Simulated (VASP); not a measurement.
# CaSe: relaxation of cell and atoms with PBE

CaSe:

```
Se Ca
1.0
     0.00000    2.95600    2.95600
     2.95600    0.00000    2.95600
     2.95600    2.95600    0.00000
Se Ca
1 1
Direct
  0.50000 0.50000 0.50000
  0.00000 0.00000 0.00000
```

```json
{
  "Program": "VASP 6.6.1",
  "Task": "relaxation of cell and atoms",
  "Functional": "PBE",
  "Potentials or basis": "VASP PAW PBE potentials, release 64 (Se, Ca_sv)",
  "Cutoff": "600 eV",
  "k mesh": "8 × 8 × 8",
  "Occupations": "fermi-dirac, width 0.05 eV",
  "Spin": "no spin polarisation",
  "Target pressure": "30 GPa",
  "Dipole correction": "no",
  "Further INCAR settings": "ALGO = Normal; EDIFF = 1e-06; IBRION = 2; EDIFFG = -0.02; NSW = 80; ISIF = 3"
}
```

- Relaxed volume: 19.19 Å³/atom
- Relaxed cell: a = 3.786 Å, b = 3.786 Å, c = 3.786 Å, α = 60.00°, β = 60.00°, γ = 60.00°
- Space group after relaxing (to 0.1 Å): Fm-3m (No. 225)
- Energy change on relaxing (the run minimises the enthalpy): +519.6 meV/atom
- Ionic steps: 5
- Pressure after relaxing: 30.0 GPa
- Band gap on the k mesh: 0.97 eV (least direct gap 2.18 eV)

The path:
| step | energy change (eV) | largest force (eV/Å) | pressure (GPa) | volume (Å³) |
| --- | --- | --- | --- | --- |
| 1 | 0.0000 | 0.0000 | 1.36 | 51.66 |
| 2 | 8.2877 | 0.0000 | 174.08 | 24.26 |
| 3 | 0.7710 | 0.0000 | 24.18 | 39.98 |
| 4 | 0.9566 | 0.0000 | 28.25 | 38.84 |
| 5 | 1.0392 | 0.0000 | 30.01 | 38.39 |

Final structure:
```xyz
2
Lattice="0.0000 2.6774 2.6774 2.6774 0.0000 2.6774 2.6774 2.6774 0.0000" Properties=species:S:1:pos:R:3 pbc="T T T"
Se    2.6774    2.6774    2.6774
Ca    0.0000    0.0000    0.0000
```

Levels at points of the mesh, in eV from the valence-band top:
```
           k point  band 4  band 5  band 6  band 7  band 8  band 9  band 10  band 11  band 12
(0.00, 0.00, 0.00)  -20.10  -13.09    0.00    0.00    0.00    3.31     3.31     3.31     4.23
(0.50, 0.00, 0.00)  -20.12  -11.54   -4.63   -2.03   -2.03    4.91     6.08     6.08     6.22
(0.50, 0.50, 0.00)  -20.21  -12.13   -3.30   -1.22   -1.22    0.97     5.38     6.43     6.90
```

It took 50 s on 1 thread of Intel(R) Xeon(R) 6975P-C (Granite Rapids) (shared host), peak memory 0.22 GiB.

Caveat: the cell is relaxed towards a set pressure, so the run minimises the enthalpy, not the energy; the volume moved by over 15 % at a fixed basis, so the end points are rough. PBE gaps usually lie below the measured ones, often by a third to a half.
